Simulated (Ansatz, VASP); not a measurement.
Si in VASP and in Ansatz

INCAR

```
PREC = Accurate
ENCUT = 520
EDIFF = 1E-7
ISMEAR = 0
SIGMA = 0.15
LREAL = F
LASPH = T
NELM = 60
ALGO = Normal
ISIF = 2
LWAVE = F
LCHARG = F
NBANDS = 11
```

KPOINTS

```
regular mesh
0
Gamma
  20 20 20
```

Contents of POSCAR:

```
Si
1.0
   -2.5492252273      2.3713723045      1.3292653899
    2.5492252273     -2.3713723045      1.3292653899
    2.5492252273      2.3713723045     -1.3292653899
Si
2
Direct
    0.2500000000      0.7500000000      0.5000000000
    0.5000000000      0.5000000000      0.0000000000
```

Input for Ansatz:

```yaml
crystal:
  lattice:
    - [-2.5492252273, 2.3713723045, 1.3292653899]
    - [2.5492252273, -2.3713723045, 1.3292653899]
    - [2.5492252273, 2.3713723045, -1.3292653899]
  atoms:
    - { symbol: Si, position: [0.25, 0.75, 0.5] }
    - { symbol: Si, position: [0.5, 0.5, 0.0] }
basis:
  ecutwfc: 420
kpoints:
  mp_grid: { grid: [20, 20, 20] }
hamiltonian:
  xc: lda
scf:
  occupations: { method: gaussian, width: 0.15 }
output:
  forces: true
  stress: true
  eigenvalues: true
```

Change from the starting cell: strain +0.0750 x Voigt [1, 0, 0, 0, 0, 0], atoms carried along.

Alike in both runs: task single point; functional LDA; k mesh 20 × 20 × 20; occupations gaussian, width 0.15 eV; no spin polarisation.

|  | VASP | Ansatz |
| --- | --- | --- |
| version | VASP 6.6.1 | Ansatz 0.2.0 |
| potentials or method | VASP PAW LDA potentials, release 64 (Si), cutoff 520 eV | scalar-relativistic, plane waves, PAW |
| valence electrons in the cell | 8 | 8 |

Ansatz gave:

* gap on the k mesh at the Fermi level (eV): none
* pressure (GPa): -7.4
* traceless stress, the component that is largest in VASP (GPa): -6.24
* rms of the force components (eV/Å): 0.093

Q: What did VASP give for the same quantities?

A: gap on the k mesh at the Fermi level (eV): none; pressure (GPa): -7.3; traceless stress, the component that is largest in VASP (GPa): -6.26; rms of the force components (eV/Å): 0.093.

LDA's correlation is that of Perdew and Zunger in VASP and of Perdew and Wang (1992) in Ansatz. Atom by atom the forces differ by 0.000 eV/Å (rms over components). A gap of «none» marks a metal or a gap that the smearing closes.
